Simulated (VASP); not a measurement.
Wanted: the native input for a VASP 6.6.1 run.

```yaml
Task: single point
Functional: PBE
Potentials_or_basis: VASP PAW PBE potentials, release 64 (Co)
Cutoff: 520 eV
k_mesh: 15 × 15 × 8
Occupations: fermi-dirac, width 0.1 eV
Spin: collinear spin, ferromagnetic start
Starting_moments: "[1.8, 1.8] μB"
Dipole_correction: no
Further_INCAR_settings: ALGO = Normal; EDIFF = 1e-06; NBANDS = 20
```

The structure of Co lies in POSCAR:

```
Co
1.0
    2.5157302938      0.0000000000      0.0000000000
   -1.2578651469      2.1786862457      0.0000000000
    0.0000000000      0.0000000000      4.0834213618
Co
2
Direct
    0.3333333333      0.6666666667      0.2500000000
    0.6666666667      0.3333333333      0.7500000000
```

These files were run (other wordings do the same):

INCAR

```
SYSTEM = Co
PREC = Accurate
ENCUT = 520
EDIFF = 1E-6
ISMEAR = -1
SIGMA = 0.1
LREAL = .False.
LASPH = .True.
NELM = 150
ALGO = Normal
ISIF = 2
LWAVE = .False.
LCHARG = .False.
ISPIN = 2
MAGMOM = 1.8 1.8
LORBIT = 11
LMAXMIX = 4
GGA = PE
NBANDS = 20
```

KPOINTS

```
regular mesh
0
Gamma
  15 15 8
  0 0 0
```

Potentials or basis: VASP PAW PBE potentials, release 64 (Co).

Launch:

```console
$ cat potpaw_PBE.64/Co/POTCAR > POTCAR
$ mpirun -np 1 vasp_std > vasp.out
```

Results of the run:

The pressure is -6.3 GPa, the net moment is 3.26 μB per cell and the site moments are Co +1.66 μB. The valence electrons inside the program's atomic spheres are Co 8.21.

Caveat: the cell stands under tension.

It took 86 s on 1 thread of AMD EPYC 7R13 Processor (Zen 3), with other jobs on the host, peak memory 0.17 GiB.
